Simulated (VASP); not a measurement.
Write the native input for VASP 6.6.1 that does the following.

| Property | Result |
| --- | --- |
| Task | relaxation of cell and atoms |
| Functional | LDA |
| Potentials or basis | VASP PAW LDA potentials, release 64 (Ba_sv) |
| Cutoff | 600 eV |
| k mesh | 11 × 11 × 11 |
| Occupations | fermi-dirac, width 0.1 eV |
| Spin | no spin polarisation |
| Target pressure | -0.15 GPa |
| Dipole correction | no |
| Further INCAR settings | ALGO = Normal; EDIFF = 1e-06; IBRION = 2; EDIFFG = -0.005; NSW = 60; ISIF = 3 |

The structure of Ba lies in POSCAR:

```
Ba
1.0
    0.0000000000      3.0141645169      3.0141645169
    3.0141645169      0.0000000000      3.0141645169
    3.0141645169      3.0141645169      0.0000000000
Ba
1
Direct
    0.0000000000      0.0000000000      0.0000000000
```

One way to write it, as run:

INCAR

```
PREC = Accurate
ENCUT = 600
EDIFF = 1E-6
ISMEAR = -1
SIGMA = 0.1
LREAL = False
LASPH = True
NELM = 80
ALGO = Normal
ISIF = 3
LWAVE = False
LCHARG = False
IBRION = 2
NSW = 60
EDIFFG = -0.005
PSTRESS = -1.5
```

KPOINTS

```
Automatic mesh
0
Gamma
  11 11 11
```

Potentials or basis: VASP PAW LDA potentials, release 64 (Ba_sv).

Run with:

```bash
$ cat potpaw_LDA.64/Ba_sv/POTCAR > POTCAR
$ mpirun -np 1 vasp_std > vasp.out
```

Results of the run:

```
Relaxed volume                                         : 55.20 Å³/atom
Relaxed cell                                           : a = 4.274 Å, b = 4.274 Å, c = 4.274 Å, α = 60.00°, β = 60.00°, γ = 60.00°
Space group after relaxing (to 0.05 Å)                 : Fm-3m (No. 225)
Energy change on relaxing (the enthalpy is what falls) : +0.3 meV/atom
Ionic steps                                            : 3
Pressure after relaxing                                : -0.1 GPa
Band gap on the k mesh                                 : zero (band 5 reaches 2.09 eV, above the bottom of band 6 at 1.61 eV)
```

Caveat: the cell is relaxed towards a set pressure, so the enthalpy falls and the energy may rise; spin-orbit coupling is left out, which moves the levels of the heavy elements.

Run time: 45 s on 1 thread of Intel(R) Xeon(R) Platinum 8488C (Sapphire Rapids), with other jobs on the host, peak memory 0.18 GiB.
